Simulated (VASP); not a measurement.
A run of VASP 6.6.1 is set up as follows.

File INCAR:

```
SYSTEM = SnO2
  PREC = Accurate
  ENCUT = 600
  EDIFF = 1E-6
  ISMEAR = -1
  SIGMA = 0.05
  LREAL = .FALSE.
  LASPH = .TRUE.
  NELM = 100
  ALGO = Normal
  ISIF = 3
  LWAVE = .FALSE.
  LCHARG = .FALSE.
  GGA = PE
  IBRION = 2
  NSW = 60
  EDIFFG = -0.01
```

Contents of KPOINTS:

```
regular mesh
0
G
  9 9 9
  0 0 0
```

Contents of POSCAR:

```
SnO2
1.0
    0.0000000000      2.5741500000      2.5741500000
    2.5741500000      0.0000000000      2.5741500000
    2.5741500000      2.5741500000      0.0000000000
Sn O
1 2
Direct
    0.0000000000      0.0000000000      0.0000000000
    0.7500000000      0.7500000000      0.7500000000
    0.2500000000      0.2500000000      0.2500000000
```

Potentials or basis: VASP PAW PBE potentials, release 64 (Sn_d, O).

Run with:

```console
$ cat potpaw_PBE.64/Sn_d/POTCAR potpaw_PBE.64/O/POTCAR > POTCAR
$ mpirun -np 1 vasp_std > vasp.out
```

**Question.** Estimate the band gap on the k mesh.

**Answer.** Zero (bands 13 and 14 overlap by 0.10 eV).

Final structure:
```
Sn O
1.0
     0.00000    2.57415    2.57415
     2.57415    0.00000    2.57415
     2.57415    2.57415    0.00000
Sn O
1 2
Direct
  0.00000 0.00000 0.00000
  0.75000 0.75000 0.75000
  0.25000 0.25000 0.25000
```

Caveat: the relaxation stopped at its first step, so nothing moved; semilocal functionals underestimate gaps, so a narrow gap can read as zero; spin-orbit coupling is left out, which moves the levels of the heavy elements.
